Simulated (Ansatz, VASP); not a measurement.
**ZnS: VASP beside Ansatz**

File INCAR:

```
PREC     = Accurate       # precision mode
ENCUT    = 520            # plane-wave cutoff, eV
EDIFF    = 1E-6           # SCF threshold, eV
ISMEAR   = 0              # smearing method
SIGMA    = 0.05           # smearing width, eV
LREAL    = F              # projectors in reciprocal space
LASPH    = T              # aspherical terms in the spheres
NELM     = 100            # most SCF steps
ALGO     = Normal         # electronic algorithm
ISIF     = 2              # what is computed and relaxed
LWAVE    = F              # write WAVECAR
LCHARG   = F              # write CHGCAR
GGA      = PS             # functional
NBANDS   = 26             # bands
```

The input KPOINTS:

```
Automatic mesh
0
Gamma
  9 9 6
```

File POSCAR:

```
ZnS
1.0
    3.9588981419      0.0000000000      0.0000000000
   -1.9794490710      3.4285063619      0.0000000000
    0.0000000000      0.0000000000      6.1176852987
Zn S
2 2
Direct
    0.3333333333      0.6666666667      0.0054424479
    0.6666666667      0.3333333333      0.5054424479
    0.3333333333      0.6666666667      0.3795575521
    0.6666666667      0.3333333333      0.8795575521
```

Input for Ansatz:

```yaml
crystal:
  lattice:
    - [3.9588981419, 0.0, 0.0]
    - [-1.979449071, 3.4285063619, 0.0]
    - [0.0, 0.0, 6.1176852987]
  atoms:
    - { symbol: Zn, position: [0.3333333333, 0.6666666667, 0.0054424479] }
    - { symbol: Zn, position: [0.6666666667, 0.3333333333, 0.5054424479] }
    - { symbol: S, position: [0.3333333333, 0.6666666667, 0.3795575521] }
    - { symbol: S, position: [0.6666666667, 0.3333333333, 0.8795575521] }
basis:
  ecutwfc: 520.0
kpoints:
  mp_grid: { grid: [9, 9, 6] }
hamiltonian:
  xc: pbesol
  pseudopotentials: { kind: paw }
scf:
  occupations: { method: gaussian, width: 0.05 }
output:
  forces: true
  stress: true
  eigenvalues: true
```

Alike in both runs: task single point; functional PBEsol; k mesh 9 × 9 × 6; occupations gaussian, width 0.05 eV; no spin polarisation.

|  | VASP | Ansatz |
| --- | --- | --- |
| version | VASP 6.6.1 | Ansatz 0.2.0 |
| potentials or method | VASP PAW PBE potentials, release 64 (Zn, S), cutoff 520 eV | scalar-relativistic, plane waves, PAW |
| valence electrons in the cell | 36 | 36 |

```tsv
	VASP	Ansatz	Ansatz less VASP
gap on the k mesh at the Fermi level (eV)	1.84	1.84	+0.001
least direct gap on the mesh (eV)	1.84	1.84	+0.001
pressure (GPa)	-4.5	-4.6	-0.16
traceless stress, the component that is largest in VASP (GPa)	4.90	4.87	-0.032
rms of the force components (eV/Å)	0.208	0.206	-0.0023
```

VASP's potentials were made for PBE, not for PBEsol. Atom by atom the forces differ by 0.002 eV/Å (rms over components). With one functional, cell and mesh, what is left measures potentials, basis and numerics.
